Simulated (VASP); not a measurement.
# Pt (Pm-3m) in VASP: settings compared

Pt is run at these levels: PBE, HSE06; tasks: single point, relaxation of cell and atoms.

All numbers are computed with VASP 6.6.1; they aren't measurements. Logs are shortened: lines on timing, memory, paths and dates and some standing lists are left out, and cuts for length are marked.

## (1) The cell of the first run

Symmetry: Pm-3m, No. 221, cubic system. The conventional cell has a = 2.626 Å, b = 2.626 Å, c = 2.626 Å, α = 90.00°, β = 90.00°, γ = 90.00°. Within 3.5 Å of Pt (site symmetry m-3m) lie 6 Pt at 2.63 Å.

## (2) Single point, PBE

File INCAR:

```
SYSTEM = Pt
  PREC = Accurate
  ENCUT = 520
  EDIFF = 1E-6
  ISMEAR = -1
  SIGMA = 0.1
  LREAL = .False.
  LASPH = .True.
  NELM = 60
  ALGO = Normal
  ISIF = 2
  LWAVE = .False.
  LCHARG = .False.
  GGA = PE
  NBANDS = 11
```

File KPOINTS:

```
Automatic mesh
0
Gamma
  6 6 6
  0 0 0
```

File POSCAR:

```
Pt
1.0
    2.6255455891      0.0000000000      0.0000000000
    0.0000000000      2.6255455891      0.0000000000
    0.0000000000      0.0000000000      2.6255455891
Pt
1
Direct
    0.0000000000      0.0000000000      0.0000000000
```

Potentials or basis: VASP PAW PBE potentials, release 64 (Pt).

Run with:

```
$ cat potpaw_PBE.64/Pt/POTCAR > POTCAR
$ mpirun -np 1 vasp_std > vasp.out
```

OUTCAR:

```text
SYSTEM = Pt
   PREC = Accurate
   ENCUT = 520
   EDIFF = 1E-6
   ISMEAR = -1
   LREAL = .False.
   LASPH = .True.
   NELM = 60
   ISIF = 2
   GGA = PE

 ion  position               nearest neighbor table
   1  0.000  0.000  0.000-

  LATTYP: Found a simple cubic cell.
 ALAT       =     2.6255455891

  Lattice vectors:

 A1 = (   2.6255455891,   0.0000000000,   0.0000000000)
 A2 = (   0.0000000000,   2.6255455891,   0.0000000000)
 A3 = (   0.0000000000,   0.0000000000,   2.6255455891)

Analysis of symmetry for initial positions (statically):
=====================================================================
 Subroutine PRICEL returns:
 Original cell was already a primitive cell.

 Routine SETGRP: Setting up the symmetry group for a
 simple cubic supercell.

 Subroutine GETGRP returns: Found 48 space group operations
 (whereof 48 operations were pure point group operations)
 out of a pool of 48 trial point group operations.

The static configuration has the point symmetry O_h .

Analysis of symmetry for dynamics (positions and initial velocities):
=====================================================================
 Subroutine PRICEL returns:
 Original cell was already a primitive cell.

 Routine SETGRP: Setting up the symmetry group for a
 simple cubic supercell.

 Subroutine GETGRP returns: Found 48 space group operations
 (whereof 48 operations were pure point group operations)
 out of a pool of 48 trial point group operations.

The dynamic configuration has the point symmetry O_h .

 Subroutine INISYM returns: Found 48 space group operations
 (whereof 48 operations are pure point group operations),
 and found     1 'primitive' translations

----------------------------------------------------------------------------------------

                                     Primitive cell

  volume of cell :      18.0992

  direct lattice vectors                    reciprocal lattice vectors
     2.625545589  0.000000000  0.000000000     0.380873219  0.000000000  0.000000000
     0.000000000  2.625545589  0.000000000     0.000000000  0.380873219  0.000000000
     0.000000000  0.000000000  2.625545589     0.000000000  0.000000000  0.380873219

  length of vectors
     2.625545589  2.625545589  2.625545589     0.380873219  0.380873219  0.380873219

  position of ions in fractional coordinates (direct lattice)
     0.000000000  0.000000000  0.000000000

  ion indices of the primitive-cell ions
   primitive index   ion index
                 1           1

----------------------------------------------------------------------------------------

 KPOINTS: Automatic mesh

Automatic generation of k-mesh.
 Grid dimensions read from file:
 generate k-points for:    6    6    6

 Generating k-lattice:

  Cartesian coordinates                     Fractional coordinates (reciprocal lattice)
     0.063478870  0.000000000  0.000000000     0.166666667  0.000000000  0.000000000
     0.000000000  0.063478870  0.000000000     0.000000000  0.166666667  0.000000000
     0.000000000  0.000000000  0.063478870     0.000000000  0.000000000  0.166666667

  Length of vectors
     0.063478870  0.063478870  0.063478870

  Shift w.r.t. Gamma in fractional coordinates (k-lattice)
     0.000000000  0.000000000  0.000000000

 Subroutine IBZKPT returns following result:
 ===========================================

 Found     20 irreducible k-points:

 Following reciprocal coordinates:
            Coordinates               Weight
  0.000000  0.000000  0.000000      1.000000
  0.166667  0.000000  0.000000      6.000000
  0.333333  0.000000  0.000000      6.000000
  0.500000  0.000000  0.000000      3.000000
  0.166667  0.166667  0.000000     12.000000
  0.333333  0.166667  0.000000     24.000000
[... 12 lines left out ...]
  0.500000  0.500000  0.333333      6.000000
  0.500000  0.500000  0.500000      1.000000
   k-points           NKPTS =     20   k-points in BZ     NKDIM =     20   number of bands    NBANDS=     11
   number of dos      NEDOS =    301   number of ions     NIONS =      1
   total plane-waves  NPLWV =   8000
   dimension x,y,z NGX =    20 NGY =   20 NGZ =   20
   dimension x,y,z NGXF=    40 NGYF=   40 NGZF=   40
   ions per type =               1
   NGX,Y,Z   is equivalent  to a cutoff of  12.66, 12.66, 12.66 a.u.
   NGXF,Y,Z  is equivalent  to a cutoff of  25.33, 25.33, 25.33 a.u.
 SYSTEM =  Pt
   PREC   = accura    normal or accurate (medium, high low for compatibility)
   ISTART =      0    job   : 0-new  1-cont  2-samecut
   ICHARG =      2    charge: 1-file 2-atom 10-const
   ISPIN  =      1    spin polarized calculation?
   LNONCOLLINEAR =      F non collinear calculations
   LSORBIT =      F    spin-orbit coupling
   LASPH  =      T    aspherical Exc in radial PAW
   ENCUT  =  520.0 eV  38.22 Ry    6.18 a.u.   4.88  4.88  4.88*2*pi/ulx,y,z
   NELM   =     60;   NELMIN=  2; NELMDL= -5     # of ELM steps
   EDIFF  = 0.1E-05   stopping-criterion for ELM
   LREAL  =      F    real-space projection
   EDIFFG = 0.1E-04   stopping-criterion for IOM
   NSW    =      0    number of steps for IOM
   IBRION =     -1    ionic relax: 0-MD 1-quasi-New 2-CG
   NFREE  =      0    steps in history (QN), initial steepest desc. (CG)
   ISIF   =      2    stress and relaxation
   ISYM   =      2    0-nonsym 1-usesym 2-fastsym
   POTIM  = 0.5000    time-step for ionic-motion
   TEBEG  =    0.0;   TEEND  =   0.0 temperature during run
   PSTRESS=    0.0 pullay stress
   NELECT =      10.0000    total number of electrons
   NUPDOWN=      -1.0000    fix difference up-down
   EMIN   =  10.00;   EMAX   =-10.00  energy-range for DOS
   EFERMI =   0.00;   METHOD = LEGACY
   ISMEAR =    -1;   SIGMA  =   0.10  broadening in eV -4-tet -1-fermi 0-gaus
   EFERMI_NEDOS =   21; number of points for ismear=-14 and -15
   IALGO  =     38    algorithm
   IMIX   =      4    mixing-type and parameters
     AMIX     =   0.40;   BMIX     =  1.00
     AMIX_MAG =   1.60;   BMIX_MAG =  1.00
  volume/ion in A,a.u.               =      18.10       122.14
  Fermi-wavevector in a.u.,A,eV,Ry     =   1.343348  2.538560 24.552861  1.804584
  Thomas-Fermi vector in A             =   2.471429
   LORBIT       =      0    0 simple, 1 ext, 2 COOP (PROOUT), +10 PAW based schemes
   GGA     = PE    functional components
   LHFCALC =     F    Hartree Fock is set to
   AEXX    =    0.0000 exact exchange contribution
   IVDW    =     0    specifies the selected vdW correction
   LEPSILON=     F    determine dielectric tensor
   LRPA    =     F    only Hartree local field effects (RPA)
 non-spin polarized calculation
  energy-cutoff  :      520.00
  volume of cell :       18.10
 maximum number of plane-waves:       500
 NGX is ok and might be reduce to    20
   NGX =  9   NGY =  9   NGZ =  9

 number of electron      10.0000002 magnetization

 Free energy of the ion-electron system (eV)
  ---------------------------------------------------
  ext. energy  EPLUGINS =         0.00000000
  ---------------------------------------------------
  free energy    TOTEN  =        -5.55578214 eV

  energy without entropy =       -5.48603258  energy(sigma->0) =       -5.52090736

 E-fermi :   7.9284     XC(G=0): -12.2754

 val. band max:        7.9257216095   @ k =   0.1667   0.1667   0.0000
 cond. band min:       7.9903975236   @ k =   0.3333   0.1667   0.0000
 fundamental gap:      0.0646759140
 Fermi energy:         7.9284307483

 k-point     1 :       0.0000    0.0000    0.0000
  band No.  band energies     occupation
      1      -0.1977      2.00000
      2       2.5496      2.00000
      3       2.5496      2.00000
      4       8.3963      0.01841
      5       8.3963      0.01841
      6       8.3963      0.01841
      7      23.3206      0.00000
      8      23.3206      0.00000
      9      23.3206      0.00000
     10      29.0059      0.00000
     11      31.6954      0.00000

 k-point     2 :       0.1667    0.0000    0.0000
  band No.  band energies     occupation
      1       0.5124      2.00000
      2       2.6847      2.00000
      3       3.2692      2.00000
      4       7.7833      1.62049
      5       7.7833      1.62049
      6       8.4468      0.01115
      7      19.6476      0.00000
      8      24.6046      0.00000
      9      24.6046      0.00000
     10      28.7500      0.00000
     11      30.1911      0.00000

 k-point     3 :       0.3333    0.0000    0.0000
  band No.  band energies     occupation
      1       1.7948      2.00000
      2       2.9687      2.00000
      3       5.5658      2.00000
      4       6.7406      1.99999
      5       6.7406      1.99999
      6       8.5495      0.00401
      7      15.0910      0.00000
      8      25.7630      0.00000
      9      27.3452      0.00000
     10      27.3452      0.00000
     11      29.1911      0.00000

 k-point     4 :       0.5000    0.0000    0.0000
  band No.  band energies     occupation
      1       2.3939      2.00000
      2       3.1183      2.00000
      3       6.2848      2.00000
      4       6.2848      2.00000
      5       7.6947      1.82390
      6       8.6016      0.00238
      7      12.5436      0.00000
      8      24.6600      0.00000
      9      27.6549      0.00000
     10      29.1074      0.00000
     11      29.1074      0.00000
[... 183 lines left out ...]
 k-point    18 :       0.5000    0.3333    0.3333
  band No.  band energies     occupation
      1       3.4371      2.00000
      2       3.9844      2.00000
      3       4.4836      2.00000
      4       7.3754      1.99210
      5       8.4413      0.01178
      6      14.3601      0.00000
      7      15.4696      0.00000
      8      20.4031      0.00000
      9      22.3350      0.00000
     10      25.7550      0.00000
     11      26.7892      0.00000

 k-point    19 :       0.5000    0.5000    0.3333
  band No.  band energies     occupation
      1       3.0938      2.00000
      2       3.9653      2.00000
      3       3.9653      2.00000
      4       7.9053      1.11526
      5      10.1291      0.00000
      6      16.8210      0.00000
      7      16.8210      0.00000
      8      17.9232      0.00000
      9      19.0389      0.00000
     10      27.5689      0.00000
     11      28.1647      0.00000

 k-point    20 :       0.5000    0.5000    0.5000
  band No.  band energies     occupation
      1       3.3637      2.00000
      2       3.3637      2.00000
      3       3.3637      2.00000
      4      10.1647      0.00000
      5      10.1647      0.00000
      6      18.1330      0.00000
      7      18.1330      0.00000
      8      18.1330      0.00000
      9      18.1652      0.00000
     10      24.5830      0.00000
     11      27.2433      0.00000

------------------------ aborting loop because EDIFF is reached ----------------------------------------

  FORCE on cell =-STRESS in cart. coord.  units (eV):
  Direction    XX          YY          ZZ          XY          YZ          ZX
  --------------------------------------------------------------------------------------
  -------------------------------------------------------------------------------------
  Total        0.0313714      0.0313714      0.0313714      0.0000000      0.0000000     -0.0000000
  in kB        2.7770646      2.7770646      2.7770646      0.0000000      0.0000000     -0.0000000
  external PRESSURE =       2.7770646 kB  Pullay stress =       0.0000000 kB

 VOLUME and BASIS-vectors are now :
 -----------------------------------------------------------------------------
  energy-cutoff  :      520.00
  volume of cell :       18.10
      direct lattice vectors                 reciprocal lattice vectors
     2.625545589  0.000000000  0.000000000     0.380873219  0.000000000  0.000000000
     0.000000000  2.625545589  0.000000000     0.000000000  0.380873219  0.000000000
     0.000000000  0.000000000  2.625545589     0.000000000  0.000000000  0.380873219

 POSITION                                       TOTAL-FORCE (eV/Angst)
 -----------------------------------------------------------------------------------
      0.00000      0.00000      0.00000         0.000000      0.000000      0.000000
 -----------------------------------------------------------------------------------
    total drift:                                0.000000      0.000000      0.000000

  FREE ENERGIE OF THE ION-ELECTRON SYSTEM (eV)
  ---------------------------------------------------
  free  energy   TOTEN  =        -5.5557821370 eV

  energy  without entropy=       -5.4860325835  energy(sigma->0) =       -5.52090736
```

It took 5.2 s on 1 thread of Intel Xeon Platinum 8488C (Sapphire Rapids), shared host; peak memory 0.12 GiB.

What came out:

* Free energy: -5.5558 eV
* Pressure: 0.3 GPa
* Band gap on the k mesh: zero (band 5 reaches 10.16 eV, above the bottom of band 6 at 7.21 eV)

Levels at points of the mesh, in eV from the Fermi level:
| k point | band 3 | band 4 | band 5 | band 6 | band 7 | band 8 |
| --- | --- | --- | --- | --- | --- | --- |
| (0.00, 0.00, 0.00) | -5.38 | 0.47 | 0.47 | 0.47 | 15.39 | 15.39 |
| (0.50, 0.00, 0.00) | -1.64 | -1.64 | -0.23 | 0.67 | 4.62 | 16.73 |
| (0.50, 0.50, 0.00) | -1.26 | -1.26 | 2.10 | 4.71 | 4.71 | 9.65 |
| (0.50, 0.50, 0.50) | -4.56 | 2.24 | 2.24 | 10.20 | 10.20 | 10.20 |

Caveat: the k points lie up to 0.40 Å⁻¹ apart; spin-orbit coupling is left out, which moves the levels of the heavy elements.

(Part 1 of 2 ends here.)
